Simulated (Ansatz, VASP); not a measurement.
Given: the input of a run of VASP 6.6.1 on Sn.

The input INCAR:

```
SYSTEM = Sn
PREC = Accurate
ENCUT = 520
EDIFF = 1E-7
ISMEAR = -1
SIGMA = 0.05
LREAL = .False.
LASPH = .True.
NELM = 80
ALGO = Normal
ISIF = 2
LWAVE = .False.
LCHARG = .False.
NBANDS = 21
```

File KPOINTS:

```
regular mesh
0
Gamma
  9 9 9
  0 0 0
```

File POSCAR:

```
Sn
1.0
   -2.9204073745      2.9204073745      1.5885680951
    2.9204073745     -2.9204073745      1.5885680951
    2.9204073745      2.9204073745     -1.5885680951
Sn
2
Direct
    0.0000000000      0.0000000000      0.0000000000
    0.7500000000      0.2500000000      0.5000000000
```

Potentials or basis: VASP PAW LDA potentials, release 64 (Sn_d).

Command:

```console
$ cat potpaw_LDA.64/Sn_d/POTCAR > POTCAR
$ mpirun -np 1 vasp_std > vasp.out
```

Set up the same calculation for Ansatz 0.2.0. Potentials there: all-electron LAPW, scalar-relativistic.

As run (the cutoff follows the program's own potentials):

File input.yaml:

```yaml
crystal:
  lattice:
    - [-2.9204073745, 2.9204073745, 1.5885680951]
    - [2.9204073745, -2.9204073745, 1.5885680951]
    - [2.9204073745, 2.9204073745, -1.5885680951]
  atoms:
    - { symbol: Sn, position: [0.0, 0.0, 0.0] }
    - { symbol: Sn, position: [0.75, 0.25, 0.5] }
kpoints:
  mp_grid: { grid: [9, 9, 9] }
scf:
  occupations: { method: fermi_dirac, width: 0.05 }
hamiltonian:
  xc: lda
  pseudopotentials: { kind: all_electron, lapw: { basis_error: 0.001 } }
output:
  forces: true
  stress: true
  eigenvalues: true
```

Potentials or basis: all-electron LAPW, scalar-relativistic.

Command:

```bash
$ ansatz run input.yaml --threads 1 --pin off --max-ram 3072MiB --backend cpu --events-out ev --progress --plain --runs-dir out
```

Both were run:

|  | VASP | Ansatz | Ansatz less VASP |
| --- | --- | --- | --- |
| gap on the k mesh at the Fermi level (eV) | none | none | - |
| pressure (GPa) | -1.9 | -1.9 | +0.03 |
| traceless stress, the component that is largest in VASP (GPa) | -0.28 | -0.28 | +0.003 |

LDA's correlation is that of Perdew and Zunger in VASP and of Perdew and Wang (1992) in Ansatz. A gap of «none» marks a metal or a gap that the smearing closes. Ansatz ran all-electron here, and VASP with PAW potentials.
